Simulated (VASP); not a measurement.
# InPd (Amm2) in VASP: single point with PBE

Aim: the single point of InPd with PBE.

Everything below comes from runs of VASP 6.6.1. Logs are shortened: lines on timing, memory, paths and dates and some standing lists are left out, and cuts for length are marked.

### 1 The cell of the first run

Symmetry: Amm2, No. 38, orthorhombic system. Conventional cell: a = 3.272 Å, b = 4.627 Å, c = 4.627 Å, α = 90.00°, β = 90.00°, γ = 90.00°. Within 3.5 Å of In (site symmetry mm2) lie 8 Pd at 2.65 to 3.02 Å and 6 In at 3.27 Å. Within 3.5 Å of Pd (site symmetry mm2) lie 8 In at 2.65 to 3.02 Å and 6 Pd at 3.27 Å.

### 2 Single point, PBE (atom 2 (Pd) moved by (-0.225, +0.000) A along [1 1 0] and z)

Input file INCAR:

```
SYSTEM = InPd
PREC = Accurate
ENCUT = 520
EDIFF = 1E-6
ISMEAR = 0
SIGMA = 0.15
LREAL = .FALSE.
LASPH = .TRUE.
NELM = 100
ALGO = Fast
ISIF = 2
LWAVE = .FALSE.
LCHARG = .FALSE.
GGA = PE
NBANDS = 18
```

Input file KPOINTS:

```
Automatic mesh
0
G
  14 14 14
  0 0 0
```

Input file POSCAR:

```
InPd
1.0
    3.2718847800      0.0000000000      0.0000000000
    0.0000000000      3.2718847800      0.0000000000
    0.0000000000      0.0000000000      3.2718847800
In Pd
1 1
Direct
    0.0000000000      0.0000000000      0.0000000000
    0.4513738911      0.4513738911      0.5000000000
```

Potentials or basis: VASP PAW PBE potentials, release 64 (In_d, Pd).

Command:

```sh
$ cat potpaw_PBE.64/In_d/POTCAR potpaw_PBE.64/Pd/POTCAR > POTCAR
$ mpirun -np 1 vasp_std > vasp.out
```

OUTCAR:

```text
SYSTEM = InPd
   PREC = Accurate
   ENCUT = 520
   EDIFF = 1E-6
   ISMEAR = 0
   LREAL = .FALSE.
   LASPH = .TRUE.
   NELM = 100
   ISIF = 2
   GGA = PE

 ion  position               nearest neighbor table
   1  0.000  0.000  0.000-   2 2.65   2 2.65   2 2.84   2 2.84   2 2.84   2 2.84   2 3.02   2 3.02

   2  0.451  0.451  0.500-   1 2.65   1 2.65   1 2.84   1 2.84   1 2.84   1 2.84   1 3.02   1 3.02

  LATTYP: Found a simple cubic cell.
 ALAT       =     3.2718847800

  Lattice vectors:

 A1 = (   3.2718847800,   0.0000000000,   0.0000000000)
 A2 = (   0.0000000000,   3.2718847800,   0.0000000000)
 A3 = (   0.0000000000,   0.0000000000,   3.2718847800)

Analysis of symmetry for initial positions (statically):
=====================================================================
 Subroutine PRICEL returns:
 Original cell was already a primitive cell.

 Routine SETGRP: Setting up the symmetry group for a
 simple cubic supercell.

 Subroutine GETGRP returns: Found  4 space group operations
 (whereof  4 operations were pure point group operations)
 out of a pool of 48 trial point group operations.

The static configuration has the point symmetry C_2v.

Analysis of symmetry for dynamics (positions and initial velocities):
=====================================================================
 Subroutine PRICEL returns:
 Original cell was already a primitive cell.

 Routine SETGRP: Setting up the symmetry group for a
 simple cubic supercell.

 Subroutine GETGRP returns: Found  4 space group operations
 (whereof  4 operations were pure point group operations)
 out of a pool of 48 trial point group operations.

The dynamic configuration has the point symmetry C_2v.

 Subroutine INISYM returns: Found  4 space group operations
 (whereof  4 operations are pure point group operations),
 and found     1 'primitive' translations

----------------------------------------------------------------------------------------

                                     Primitive cell

  volume of cell :      35.0263

  direct lattice vectors                    reciprocal lattice vectors
     3.271884780  0.000000000  0.000000000     0.305634234  0.000000000  0.000000000
     0.000000000  3.271884780  0.000000000     0.000000000  0.305634234  0.000000000
     0.000000000  0.000000000  3.271884780     0.000000000  0.000000000  0.305634234

  length of vectors
     3.271884780  3.271884780  3.271884780     0.305634234  0.305634234  0.305634234

  position of ions in fractional coordinates (direct lattice)
     0.000000000  0.000000000  0.000000000
     0.451373891  0.451373891  0.500000000

  ion indices of the primitive-cell ions
   primitive index   ion index
                 1           1
                 2           2

----------------------------------------------------------------------------------------

 KPOINTS: Automatic mesh

Automatic generation of k-mesh.
 Grid dimensions read from file:
 generate k-points for:   14   14   14

 Generating k-lattice:

  Cartesian coordinates                     Fractional coordinates (reciprocal lattice)
     0.021831017  0.000000000  0.000000000     0.071428571  0.000000000  0.000000000
     0.000000000  0.021831017  0.000000000     0.000000000  0.071428571  0.000000000
     0.000000000  0.000000000  0.021831017     0.000000000  0.000000000  0.071428571

  Length of vectors
     0.021831017  0.021831017  0.021831017

  Shift w.r.t. Gamma in fractional coordinates (k-lattice)
     0.000000000  0.000000000  0.000000000

 Subroutine IBZKPT returns following result:
 ===========================================

 Found    456 irreducible k-points:

 Following reciprocal coordinates:
            Coordinates               Weight
  0.000000  0.000000  0.000000      1.000000
  0.071429  0.000000  0.000000      4.000000
  0.000000  0.000000  0.071429      2.000000
  0.142857  0.000000  0.000000      4.000000
  0.000000  0.000000  0.142857      2.000000
  0.214286  0.000000  0.000000      4.000000
[... 16 lines left out ...]
  0.214286  0.071429  0.000000      4.000000
  0.000000  0.214286  0.071429      8.000000
 [... further k-points ...]
   k-points           NKPTS =    456   k-points in BZ     NKDIM =    456   number of bands    NBANDS=     18
   number of dos      NEDOS =    301   number of ions     NIONS =      2
   total plane-waves  NPLWV =  13824
   dimension x,y,z NGX =    24 NGY =   24 NGZ =   24
   dimension x,y,z NGXF=    48 NGYF=   48 NGZF=   48
   ions per type =               1   1
   NGX,Y,Z   is equivalent  to a cutoff of  12.19, 12.19, 12.19 a.u.
   NGXF,Y,Z  is equivalent  to a cutoff of  24.39, 24.39, 24.39 a.u.
 SYSTEM =  InPd
   PREC   = accura    normal or accurate (medium, high low for compatibility)
   ISTART =      0    job   : 0-new  1-cont  2-samecut
   ICHARG =      2    charge: 1-file 2-atom 10-const
   ISPIN  =      1    spin polarized calculation?
   LNONCOLLINEAR =      F non collinear calculations
   LSORBIT =      F    spin-orbit coupling
   LASPH  =      T    aspherical Exc in radial PAW
   ENCUT  =  520.0 eV  38.22 Ry    6.18 a.u.   6.08  6.08  6.08*2*pi/ulx,y,z
   NELM   =    100;   NELMIN=  2; NELMDL= -5     # of ELM steps
   EDIFF  = 0.1E-05   stopping-criterion for ELM
   LREAL  =      F    real-space projection
   EDIFFG = 0.1E-04   stopping-criterion for IOM
   NSW    =      0    number of steps for IOM
   IBRION =     -1    ionic relax: 0-MD 1-quasi-New 2-CG
   NFREE  =      0    steps in history (QN), initial steepest desc. (CG)
   ISIF   =      2    stress and relaxation
   ISYM   =      2    0-nonsym 1-usesym 2-fastsym
   POTIM  = 0.5000    time-step for ionic-motion
   TEBEG  =    0.0;   TEEND  =   0.0 temperature during run
   PSTRESS=    0.0 pullay stress
   NELECT =      23.0000    total number of electrons
   NUPDOWN=      -1.0000    fix difference up-down
   EMIN   =  10.00;   EMAX   =-10.00  energy-range for DOS
   EFERMI =   0.00;   METHOD = LEGACY
   ISMEAR =     0;   SIGMA  =   0.15  broadening in eV -4-tet -1-fermi 0-gaus
   EFERMI_NEDOS =   21; number of points for ismear=-14 and -15
   IALGO  =     68    algorithm
   IMIX   =      4    mixing-type and parameters
     AMIX     =   0.40;   BMIX     =  1.00
     AMIX_MAG =   1.60;   BMIX_MAG =  1.00
  volume/ion in A,a.u.               =      17.51       118.18
  Fermi-wavevector in a.u.,A,eV,Ry     =   1.422938  2.688964 27.548447  2.024754
  Thomas-Fermi vector in A             =   2.543589
   LORBIT       =      0    0 simple, 1 ext, 2 COOP (PROOUT), +10 PAW based schemes
   GGA     = PE    functional components
   LHFCALC =     F    Hartree Fock is set to
   AEXX    =    0.0000 exact exchange contribution
   IVDW    =     0    specifies the selected vdW correction
   LEPSILON=     F    determine dielectric tensor
   LRPA    =     F    only Hartree local field effects (RPA)
 non-spin polarized calculation
 RMM-DIIS sequential band-by-band and
 Gauss-broadening in eV      SIGMA  =   0.15
  energy-cutoff  :      520.00
  volume of cell :       35.03
 maximum number of plane-waves:       968
   NGX = 13   NGY = 13   NGZ = 13

 number of electron      22.9999990 magnetization

 Free energy of the ion-electron system (eV)
  ---------------------------------------------------
  ext. energy  EPLUGINS =         0.00000000
  ---------------------------------------------------
  free energy    TOTEN  =        -8.62537754 eV

  energy without entropy =       -8.61736212  energy(sigma->0) =       -8.62136983

 E-fermi :  10.5534     XC(G=0): -12.2187

 val. band max:       10.5462526732   @ k =   0.3571   0.2143   0.1429
 cond. band min:      10.5577034206   @ k =   0.3571   0.3571   0.5000
 fundamental gap:      0.0114507474
 Fermi energy:        10.5533524566

 k-point     1 :       0.0000    0.0000    0.0000
  band No.  band energies     occupation
      1      -4.4760      2.00000
      2      -4.4740      2.00000
      3      -4.0866      2.00000
      4      -4.0631      2.00000
      5      -4.0519      2.00000
      6       0.4313      2.00000
[... 10 lines left out ...]
     17      21.0422      0.00000
     18      26.7103      0.00000

 k-point     2 :       0.0714    0.0000    0.0000
  band No.  band energies     occupation
      1      -4.4729      2.00000
      2      -4.4570      2.00000
      3      -4.0889      2.00000
      4      -4.0687      2.00000
      5      -4.0537      2.00000
      6       0.5121      2.00000
[... 10 lines left out ...]
     17      21.4132      0.00000
     18      26.4675      0.00000

 k-point     3 :       0.0000    0.0000    0.0714
  band No.  band energies     occupation
      1      -4.4716      2.00000
      2      -4.4582      2.00000
      3      -4.0918      2.00000
      4      -4.0619      2.00000
      5      -4.0577      2.00000
      6       0.5124      2.00000
[... 10 lines left out ...]
     17      21.5343      0.00000
     18      26.5829      0.00000

 k-point     4 :       0.1429    0.0000    0.0000
  band No.  band energies     occupation
      1      -4.4654      2.00000
      2      -4.4082      2.00000
      3      -4.0981      2.00000
      4      -4.0842      2.00000
      5      -4.0557      2.00000
      6       0.7540      2.00000
[... 10 lines left out ...]
     17      22.8946      0.00000
     18      25.9845      0.00000

 k-point     5 :       0.0000    0.0000    0.1429
  band No.  band energies     occupation
      1      -4.4647      2.00000
      2      -4.4085      2.00000
      3      -4.1061      2.00000
      4      -4.0740      2.00000
      5      -4.0588      2.00000
      6       0.7554      2.00000
[... 10 lines left out ...]
     17      23.0210      0.00000
     18      25.9698      0.00000

 k-point     6 :       0.2143    0.0000    0.0000
  band No.  band energies     occupation
      1      -4.4547      2.00000
      2      -4.3379      2.00000
      3      -4.1159      2.00000
      4      -4.1066      2.00000
      5      -4.0541      2.00000
      6       1.1548      2.00000
[... 10 lines left out ...]
     17      24.8742      0.00000
     18      25.4518      0.00000

 k-point     7 :       0.0000    0.0000    0.2143
  band No.  band energies     occupation
      1      -4.4547      2.00000
      2      -4.3369      2.00000
      3      -4.1267      2.00000
      4      -4.0975      2.00000
      5      -4.0543      2.00000
      6       1.1582      2.00000
[... 10 lines left out ...]
     17      24.9999      0.00000
     18      25.4317      0.00000

 k-point     8 :       0.2857    0.0000    0.0000
  band No.  band energies     occupation
      1      -4.4427      2.00000
      2      -4.2601      2.00000
      3      -4.1379      2.00000
      4      -4.1313      2.00000
      5      -4.0499      2.00000
      6       1.7090      2.00000
[... 10 lines left out ...]
     17      24.8723      0.00000
     18      25.0267      0.00000
[... 229 lines left out ...]
     17      22.8620      0.00000
     18      25.7133      0.00000

 k-point    20 :       0.0000    0.1429    0.0714
  band No.  band energies     occupation
      1      -4.4527      2.00000
      2      -4.4009      2.00000
      3      -4.1050      2.00000
      4      -4.0839      2.00000
      5      -4.0615      2.00000
      6       0.8340      2.00000
[... 10 lines left out ...]
     17      22.8924      0.00000
     18      25.5199      0.00000

 k-point    21 :       0.0714    0.0000    0.1429
  band No.  band energies     occupation
      1      -4.4523      2.00000
      2      -4.4010      2.00000
      3      -4.1098      2.00000
      4      -4.0775      2.00000
      5      -4.0639      2.00000
      6       0.8351      2.00000
[... 10 lines left out ...]
     17      23.0251      0.00000
     18      25.5292      0.00000

 k-point    22 :      -0.0714    0.1429    0.0000
  band No.  band energies     occupation
      1      -4.4531      2.00000
      2      -4.4010      2.00000
      3      -4.1036      2.00000
      4      -4.0918      2.00000
      5      -4.0559      2.00000
      6       0.8336      2.00000
[... 10 lines left out ...]
     17      22.9181      0.00000
     18      25.4397      0.00000

 k-point    23 :       0.2143    0.0714    0.0000
  band No.  band energies     occupation
      1      -4.4421      2.00000
      2      -4.3302      2.00000
      3      -4.1147      2.00000
      4      -4.1130      2.00000
      5      -4.0630      2.00000
      6       1.2327      2.00000
[... 10 lines left out ...]
     17      24.4214      0.00000
     18      25.2593      0.00000

 k-point    24 :       0.0000    0.2143    0.0714
  band No.  band energies     occupation
      1      -4.4420      2.00000
      2      -4.3306      2.00000
      3      -4.1246      2.00000
      4      -4.1067      2.00000
      5      -4.0604      2.00000
      6       1.2328      2.00000
[... 10 lines left out ...]
     17      24.4089      0.00000
     18      25.0720      0.00000

 [... further k-points ...]

------------------------ aborting loop because EDIFF is reached ----------------------------------------

  FORCE on cell =-STRESS in cart. coord.  units (eV):
  Direction    XX          YY          ZZ          XY          YZ          ZX
  --------------------------------------------------------------------------------------
  -------------------------------------------------------------------------------------
  Total        1.2700538      1.2700538      1.5403714      0.5587485      0.0000000      0.0000000
  in kB       58.0949923     58.0949923     70.4598997     25.5583589      0.0000000      0.0000000
  external PRESSURE =      62.2166281 kB  Pullay stress =       0.0000000 kB

 VOLUME and BASIS-vectors are now :
 -----------------------------------------------------------------------------
  energy-cutoff  :      520.00
  volume of cell :       35.03
      direct lattice vectors                 reciprocal lattice vectors
     3.271884780  0.000000000  0.000000000     0.305634234  0.000000000  0.000000000
     0.000000000  3.271884780  0.000000000     0.000000000  0.305634234  0.000000000
     0.000000000  0.000000000  3.271884780     0.000000000  0.000000000  0.305634234

 POSITION                                       TOTAL-FORCE (eV/Angst)
 -----------------------------------------------------------------------------------
      0.00000      0.00000      0.00000        -0.755598     -0.755598      0.000000
      1.47684      1.47684      1.63594         0.755598      0.755598      0.000000
 -----------------------------------------------------------------------------------
    total drift:                                0.000253      0.000253     -0.000004

  FREE ENERGIE OF THE ION-ELECTRON SYSTEM (eV)
  ---------------------------------------------------
  free  energy   TOTEN  =        -8.6253775388 eV

  energy  without entropy=       -8.6173621235  energy(sigma->0) =       -8.62136983
```

Wall time 4.8 min (1 thread of Intel Xeon 8259CL, shared host); peak memory 0.39 GiB.

Results:

| Item | Value |
| --- | --- |
| Free energy | -8.6254 eV |
| Pressure | 6.2 GPa |
| Largest force | 1.069 eV/Å |
| Band gap on the k mesh | zero (an odd number of electrons rules out a gap without spin polarisation) |

Forces on the atoms (eV/Å):
```
In  -0.756 -0.756  0.000
Pd   0.756  0.756  0.000
```

Caveat: the cell differs from its parent crystal (atom 2 (Pd) moved by (-0.225, +0.000) A along [1 1 0] and z); the cell stands under pressure; spin-orbit coupling is left out, which moves the levels of the heavy elements; forces of over 1 eV/Å act on the atoms, so gaps and moduli don't describe the material at rest.
